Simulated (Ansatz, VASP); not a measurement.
## One calculation of Sc, two programs

INCAR

```
  ALGO = Normal
  EDIFF = 1E-7
  ENCUT = 520
  GGA = PS
  ISIF = 2
  ISMEAR = -1
  LASPH = True
  LCHARG = False
  LREAL = False
  LWAVE = False
  NBANDS = 12
  NELM = 80
  PREC = Accurate
  SIGMA = 0.03
```

File KPOINTS:

```
k-points
0
Gamma
  12 12 12
```

Contents of POSCAR:

```
Sc
1.0
    0.0454100000      2.2932050000      2.2932050000
    2.2932050000      0.0454100000      2.2932050000
    2.2932050000      2.2932050000      0.0454100000
Sc
1
Direct
    0.0000000000      0.0000000000      0.0000000000
```

Input for Ansatz:

```yaml
crystal:
  lattice:
    - [0.04541, 2.293205, 2.293205]
    - [2.293205, 0.04541, 2.293205]
    - [2.293205, 2.293205, 0.04541]
  atoms:
    - { symbol: Sc, position: [0.0, 0.0, 0.0] }
kpoints:
  mp_grid: { grid: [12, 12, 12] }
  band_path:
    path:
      - [0.0, 0.0, 0.0]
      - [0.5, 0.5, 0.5]
      - [0.2451701269, 0.5, 0.7548298731]
      - [-0.2451701269, 0.2451701269, 0.5]
      - [0.0, 0.0, 0.5]
      - [0.0, 0.0, 0.0]
      - [-0.3725850634, 0.0, 0.3725850634]
      - [0.0, 0.3725850634, 0.6274149366]
      - [0.0, 0.5, 0.5]
    npoints: 5
scf:
  occupations: { method: fermi_dirac, width: 0.03 }
hamiltonian:
  xc: pbesol
  pseudopotentials: { kind: all_electron, lapw: { basis_error: 0.00025 } }
output:
  forces: true
  stress: true
  eigenvalues: true
```

Change from the starting cell: equal xy, yz and zx shear strains of +2 %.

Alike in both runs: task single point; functional PBEsol; k mesh 12 × 12 × 12; occupations fermi-dirac, width 0.03 eV; no spin polarisation.

|  | VASP | Ansatz |
| --- | --- | --- |
| version | VASP 6.6.1 | Ansatz 0.2.0 |
| potentials or method | VASP PAW PBE potentials, release 64 (Sc_sv), cutoff 520 eV | all-electron LAPW, scalar-relativistic |

```tsv
	VASP	Ansatz	Ansatz less VASP
pressure (GPa)	0.5	0.5	0.00
traceless stress, the component that is largest in VASP (GPa)	-0.74	-0.74	+0.003
```

VASP's potentials were made for PBE, not for PBEsol. Ansatz ran all-electron here, and VASP with PAW potentials.
